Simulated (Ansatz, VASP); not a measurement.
AlW3: VASP beside Ansatz

INCAR

```
SYSTEM = AlW3
PREC     = Accurate       ! precision mode
ENCUT    = 600            ! plane-wave cutoff, eV
EDIFF    = 1E-6           ! SCF threshold, eV
ISMEAR   = 0              ! smearing method
SIGMA    = 0.1            ! smearing width, eV
LREAL    = .FALSE.        ! projectors in reciprocal space
LASPH    = .TRUE.         ! aspherical terms in the spheres
NELM     = 100            ! most SCF steps
ALGO     = Fast           ! electronic algorithm
ISIF     = 3              ! what is computed and relaxed
LWAVE    = .FALSE.        ! write WAVECAR
LCHARG   = .FALSE.        ! write CHGCAR
GGA      = PE             ! functional
IBRION   = 2              ! ionic algorithm
NSW      = 100            ! ionic steps
EDIFFG   = -0.01          ! ionic threshold
```

KPOINTS

```
Automatic mesh
0
G
  10 10 10
  0 0 0
```

POSCAR

```
AlW3
1.0
    4.5855805109      0.0000000000      0.0000000000
    0.0000000000      4.5855805109      0.0000000000
    0.0000000000      0.0000000000      4.5855805109
Al W
1 3
Direct
    0.0000000000      0.0000000000      0.0000000000
    0.5000000000      0.0000000000      0.0000000000
    0.0000000000      0.5000000000      0.0000000000
    0.0000000000      0.0000000000      0.5000000000
```

Input for Ansatz:

```yaml
crystal:
  lattice:
    - [4.5855805109, 0.0, 0.0]
    - [0.0, 4.5855805109, 0.0]
    - [0.0, 0.0, 4.5855805109]
  atoms:
    - { symbol: Al, position: [0.0, 0.0, 0.0] }
    - { symbol: W, position: [0.5, 0.0, 0.0] }
    - { symbol: W, position: [0.0, 0.5, 0.0] }
    - { symbol: W, position: [0.0, 0.0, 0.5] }
basis:
  ecutwfc: 420
kpoints:
  mp_grid: { grid: [10, 10, 10] }
hamiltonian:
  xc: pbe
scf:
  occupations: { method: gaussian, width: 0.1 }
output:
  forces: true
  stress: true
  eigenvalues: true
relax:
  adjacent_minimum: "off"
  f_tol: 0.01
  max_steps: 80
  cell: { stress_tol: 0.05 }
```

Alike in both runs: task relaxation of cell and atoms; functional PBE; k mesh 10 × 10 × 10; occupations gaussian, width 0.1 eV; no spin polarisation.

```csv
,VASP,Ansatz
version,VASP 6.6.1,Ansatz 0.2.0
potentials or method,"VASP PAW PBE potentials, release 64 (Al, W_sv), cutoff 600 eV","scalar-relativistic, plane waves, PAW"
valence electrons in the cell,45,45
```

```tsv
	VASP	Ansatz	Ansatz less VASP
gap on the k mesh at the Fermi level, each at its own relaxed structure (eV)	none	none	-
relaxed volume (Å³/atom)	24.19	24.18	-0.006
relaxed cell length with the largest relative difference (Å)	4.591	4.590	-0.0004
```

A gap of «none» marks a metal or a gap that the smearing closes.

Spin-orbit coupling is off throughout.
